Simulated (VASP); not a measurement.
# Ag (Fm-3m) in VASP: a series of runs

Ag is run at these levels: PBE+D3(BJ), PBE+D4, PBE; tasks: single point, relaxation of cell and atoms.

Everything below comes from runs of VASP 6.6.1. Logs are shortened: lines on timing, memory, paths and dates and some standing lists are left out, and cuts for length are marked.

## 1. The cell of the first run

It takes space group Fm-3m (No. 225, cubic). Conventional cell: a = 4.084 Å, b = 4.084 Å, c = 4.084 Å, α = 90.00°, β = 90.00°, γ = 90.00°. Ag (site symmetry m-3m) has 12 Ag at 2.89 Å within 3.8 Å.

## 2. Single point, PBE+D3(BJ)

Contents of INCAR:

```
SYSTEM = Ag
PREC = Accurate
ENCUT = 520
EDIFF = 1E-7
ISMEAR = -1
SIGMA = 0.05
LREAL = .False.
LASPH = .True.
NELM = 100
ALGO = Fast
ISIF = 2
LWAVE = .False.
LCHARG = .False.
GGA = PE
IVDW = 12
NBANDS = 12
```

Contents of KPOINTS:

```
regular mesh
0
Gamma
  11 11 11
  0 0 0
```

Contents of POSCAR:

```
Ag
1.0
    0.0000000000      2.0420576439      2.0420576439
    2.0420576439      0.0000000000      2.0420576439
    2.0420576439      2.0420576439      0.0000000000
Ag
1
Direct
    0.0000000000      0.0000000000      0.0000000000
```

Potentials or basis: VASP PAW PBE potentials, release 64 (Ag).

Run with:

```console
cat potpaw_PBE.64/Ag/POTCAR > POTCAR
mpirun -np 1 vasp_std > vasp.out
```

OUTCAR:

```text
SYSTEM = Ag
   PREC = Accurate
   ENCUT = 520
   EDIFF = 1E-7
   ISMEAR = -1
   LREAL = .False.
   LASPH = .True.
   NELM = 100
   ISIF = 2
   GGA = PE
   IVDW = 12
 IVDW          = 12

 ion  position               nearest neighbor table
   1  0.000  0.000  0.000-

  LATTYP: Found a face centered cubic cell.
 ALAT       =     4.0841152878

  Lattice vectors:

 A1 = (   0.0000000000,   2.0420576439,   2.0420576439)
 A2 = (   2.0420576439,   0.0000000000,   2.0420576439)
 A3 = (   2.0420576439,   2.0420576439,   0.0000000000)

Analysis of symmetry for initial positions (statically):
=====================================================================
 Subroutine PRICEL returns:
 Original cell was already a primitive cell.

 Routine SETGRP: Setting up the symmetry group for a
 face centered cubic supercell.

 Subroutine GETGRP returns: Found 48 space group operations
 (whereof 48 operations were pure point group operations)
 out of a pool of 48 trial point group operations.

The static configuration has the point symmetry O_h .

Analysis of symmetry for dynamics (positions and initial velocities):
=====================================================================
 Subroutine PRICEL returns:
 Original cell was already a primitive cell.

 Routine SETGRP: Setting up the symmetry group for a
 face centered cubic supercell.

 Subroutine GETGRP returns: Found 48 space group operations
 (whereof 48 operations were pure point group operations)
 out of a pool of 48 trial point group operations.

The dynamic configuration has the point symmetry O_h .

 Subroutine INISYM returns: Found 48 space group operations
 (whereof 48 operations are pure point group operations),
 and found     1 'primitive' translations

----------------------------------------------------------------------------------------

                                     Primitive cell

  volume of cell :      17.0308

  direct lattice vectors                    reciprocal lattice vectors
     0.000000000  2.042057644  2.042057644    -0.244851070  0.244851070  0.244851070
     2.042057644  0.000000000  2.042057644     0.244851070 -0.244851070  0.244851070
     2.042057644  2.042057644  0.000000000     0.244851070  0.244851070 -0.244851070

  length of vectors
     2.887905615  2.887905615  2.887905615     0.424094494  0.424094494  0.424094494

  position of ions in fractional coordinates (direct lattice)
     0.000000000  0.000000000  0.000000000

  ion indices of the primitive-cell ions
   primitive index   ion index
                 1           1

----------------------------------------------------------------------------------------

 KPOINTS: regular mesh

Automatic generation of k-mesh.
 Grid dimensions read from file:
 generate k-points for:   11   11   11

 Generating k-lattice:

  Cartesian coordinates                     Fractional coordinates (reciprocal lattice)
    -0.022259188  0.022259188  0.022259188     0.090909091  0.000000000  0.000000000
     0.022259188 -0.022259188  0.022259188     0.000000000  0.090909091  0.000000000
     0.022259188  0.022259188 -0.022259188     0.000000000  0.000000000  0.090909091

  Length of vectors
     0.038554045  0.038554045  0.038554045

  Shift w.r.t. Gamma in fractional coordinates (k-lattice)
     0.000000000  0.000000000  0.000000000

 Subroutine IBZKPT returns following result:
 ===========================================

 Found     56 irreducible k-points:

 Following reciprocal coordinates:
            Coordinates               Weight
  0.000000  0.000000  0.000000      1.000000
  0.090909  0.000000  0.000000      8.000000
  0.181818  0.000000  0.000000      8.000000
  0.272727  0.000000  0.000000      8.000000
  0.363636  0.000000  0.000000      8.000000
  0.454545  0.000000  0.000000      8.000000
[... 16 lines left out ...]
 -0.272727  0.181818  0.000000     24.000000
 -0.181818  0.181818  0.000000     12.000000
 [... further k-points ...]
   k-points           NKPTS =     56   k-points in BZ     NKDIM =     56   number of bands    NBANDS=     12
   number of dos      NEDOS =    301   number of ions     NIONS =      1
   total plane-waves  NPLWV =  13824
   dimension x,y,z NGX =    24 NGY =   24 NGZ =   24
   dimension x,y,z NGXF=    48 NGYF=   48 NGZF=   48
   ions per type =               1
   NGX,Y,Z   is equivalent  to a cutoff of  13.82, 13.82, 13.82 a.u.
   NGXF,Y,Z  is equivalent  to a cutoff of  27.63, 27.63, 27.63 a.u.
 SYSTEM =  Ag
   PREC   = accura    normal or accurate (medium, high low for compatibility)
   ISTART =      0    job   : 0-new  1-cont  2-samecut
   ICHARG =      2    charge: 1-file 2-atom 10-const
   ISPIN  =      1    spin polarized calculation?
   LNONCOLLINEAR =      F non collinear calculations
   LSORBIT =      F    spin-orbit coupling
   LASPH  =      T    aspherical Exc in radial PAW
   ENCUT  =  520.0 eV  38.22 Ry    6.18 a.u.   5.37  5.37  5.37*2*pi/ulx,y,z
   NELM   =    100;   NELMIN=  2; NELMDL= -5     # of ELM steps
   EDIFF  = 0.1E-06   stopping-criterion for ELM
   LREAL  =      F    real-space projection
   EDIFFG = 0.1E-05   stopping-criterion for IOM
   NSW    =      0    number of steps for IOM
   IBRION =     -1    ionic relax: 0-MD 1-quasi-New 2-CG
   NFREE  =      0    steps in history (QN), initial steepest desc. (CG)
   ISIF   =      2    stress and relaxation
   ISYM   =      2    0-nonsym 1-usesym 2-fastsym
   POTIM  = 0.5000    time-step for ionic-motion
   TEBEG  =    0.0;   TEEND  =   0.0 temperature during run
   PSTRESS=    0.0 pullay stress
   NELECT =      11.0000    total number of electrons
   NUPDOWN=      -1.0000    fix difference up-down
   EMIN   =  10.00;   EMAX   =-10.00  energy-range for DOS
   EFERMI =   0.00;   METHOD = LEGACY
   ISMEAR =    -1;   SIGMA  =   0.05  broadening in eV -4-tet -1-fermi 0-gaus
   EFERMI_NEDOS =   21; number of points for ismear=-14 and -15
   IALGO  =     68    algorithm
   IMIX   =      4    mixing-type and parameters
     AMIX     =   0.40;   BMIX     =  1.00
     AMIX_MAG =   1.60;   BMIX_MAG =  1.00
  volume/ion in A,a.u.               =      17.03       114.93
  Fermi-wavevector in a.u.,A,eV,Ry     =   1.415124  2.674196 27.246687  2.002575
  Thomas-Fermi vector in A             =   2.536595
   LORBIT       =      0    0 simple, 1 ext, 2 COOP (PROOUT), +10 PAW based schemes
   GGA     = PE    functional components
   LHFCALC =     F    Hartree Fock is set to
   AEXX    =    0.0000 exact exchange contribution
   IVDW    =    12    specifies the selected vdW correction
   LEPSILON=     F    determine dielectric tensor
   LRPA    =     F    only Hartree local field effects (RPA)
 non-spin polarized calculation
 RMM-DIIS sequential band-by-band and
  energy-cutoff  :      520.00
  volume of cell :       17.03
 maximum number of plane-waves:       473
 NGX is ok and might be reduce to    24
   NGX = 11   NGY = 11   NGZ = 11

 number of electron      10.9999999 magnetization

 Free energy of the ion-electron system (eV)
  ---------------------------------------------------
  ext. energy  EPLUGINS =         0.00000000
  ---------------------------------------------------
  free energy    TOTEN  =        -2.71012678 eV

  energy without entropy =       -2.70733166  energy(sigma->0) =       -2.70872922

 E-fermi :   8.6931     XC(G=0): -12.2184

 val. band max:        8.6545207704   @ k =  -0.4545   0.0909   0.0000
 cond. band min:       8.7477440098   @ k =   0.4545   0.3636   0.0000
 fundamental gap:      0.0932232394
 Fermi energy:         8.6930801587

 k-point     1 :       0.0000    0.0000    0.0000
  band No.  band energies     occupation
      1       0.6691      2.00000
      2       3.6275      2.00000
      3       3.6275      2.00000
      4       3.6275      2.00000
      5       4.6629      2.00000
      6       4.6629      2.00000
      7      24.4725      0.00000
      8      28.0582      0.00000
      9      28.0582      0.00000
     10      28.0582      0.00000
     11      32.8684      0.00000
     12      34.0136      0.00000

 k-point     2 :       0.0909    0.0000    0.0000
  band No.  band energies     occupation
      1       0.9246      2.00000
      2       3.5725      2.00000
      3       3.6959      2.00000
      4       3.6959      2.00000
      5       4.6387      2.00000
      6       4.6387      2.00000
      7      24.4362      0.00000
      8      26.2687      0.00000
      9      28.1592      0.00000
     10      28.1592      0.00000
     11      32.4852      0.00000
     12      33.6771      0.00000

 k-point     3 :       0.1818    0.0000    0.0000
  band No.  band energies     occupation
      1       1.5890      2.00000
      2       3.5390      2.00000
      3       3.8186      2.00000
      4       3.8186      2.00000
      5       4.6481      2.00000
      6       4.6481      2.00000
      7      22.2022      0.00000
      8      25.3387      0.00000
      9      28.2896      0.00000
     10      28.2896      0.00000
     11      31.2780      0.00000
     12      32.5897      0.00000
[... 286 lines left out ...]
 k-point    23 :      -0.2727    0.1818    0.0000
  band No.  band energies     occupation
      1       2.7828      2.00000
      2       3.4517      2.00000
      3       3.8866      2.00000
      4       4.1133      2.00000
      5       4.6810      2.00000
      6       7.0764      2.00000
      7      17.1138      0.00000
      8      20.2829      0.00000
      9      25.7993      0.00000
     10      27.3363      0.00000
     11      30.6256      0.00000
     12      33.2012      0.00000

 k-point    24 :      -0.1818    0.1818    0.0000
  band No.  band energies     occupation
      1       2.7023      2.00000
      2       3.2265      2.00000
      3       3.8429      2.00000
      4       4.2419      2.00000
      5       4.2731      2.00000
      6       5.8114      2.00000
      7      20.3858      0.00000
      8      20.7939      0.00000
      9      27.0824      0.00000
     10      28.8861      0.00000
     11      29.5753      0.00000
     12      33.0996      0.00000

 [... further k-points ...]

------------------------ aborting loop because EDIFF is reached ----------------------------------------

 Edisp (eV)   -0.58961

 E8    (eV) :    -0.2577

  FORCE on cell =-STRESS in cart. coord.  units (eV):
  Direction    XX          YY          ZZ          XY          YZ          ZX
  --------------------------------------------------------------------------------------
  -------------------------------------------------------------------------------------
  Total      -0.14397    -0.14397    -0.14397    -0.00000     0.00000    -0.00000
  in kB     -13.54437   -13.54437   -13.54437    -0.00000     0.00000    -0.00000
  external pressure =      -13.54 kB  Pullay stress =        0.00 kB

 VOLUME and BASIS-vectors are now :
 -----------------------------------------------------------------------------
  energy-cutoff  :      520.00
  volume of cell :       17.03
      direct lattice vectors                 reciprocal lattice vectors
     0.000000000  2.042057644  2.042057644    -0.244851070  0.244851070  0.244851070
     2.042057644  0.000000000  2.042057644     0.244851070 -0.244851070  0.244851070
     2.042057644  2.042057644  0.000000000     0.244851070  0.244851070 -0.244851070

 POSITION                                       TOTAL-FORCE (eV/Angst)
 -----------------------------------------------------------------------------------
      0.00000      0.00000      0.00000         0.000000      0.000000     -0.000000
 -----------------------------------------------------------------------------------
    total drift:                                0.000000     -0.000000     -0.000000

  FREE ENERGIE OF THE ION-ELECTRON SYSTEM (eV)
  ---------------------------------------------------
  free  energy   TOTEN  =        -3.2997372166 eV

  energy  without entropy=       -3.2969421008  energy(sigma->0) =       -3.29833966
```

Run time: 7.6 s. Hardware: 1 thread of Intel Xeon Platinum 8488C (Sapphire Rapids), shared host; peak memory 0.15 GiB.

What came out:

* Free energy: -3.2997 eV
* Pressure: -1.4 GPa
* Dispersion energy per atom: -0.590 eV

Levels at points of the mesh, in eV from the Fermi level:
```tsv
k point	band 3	band 4	band 5	band 6	band 7	band 8	band 9	band 10
(0.00, 0.00, 0.00)	-5.07	-5.07	-4.03	-4.03	15.78	19.37	19.37	19.37
```

Caveat: three body term missing; pairwise dispersion overbinds metals, which lowers pressure and volume.

(Part 1 of 2 ends here.)
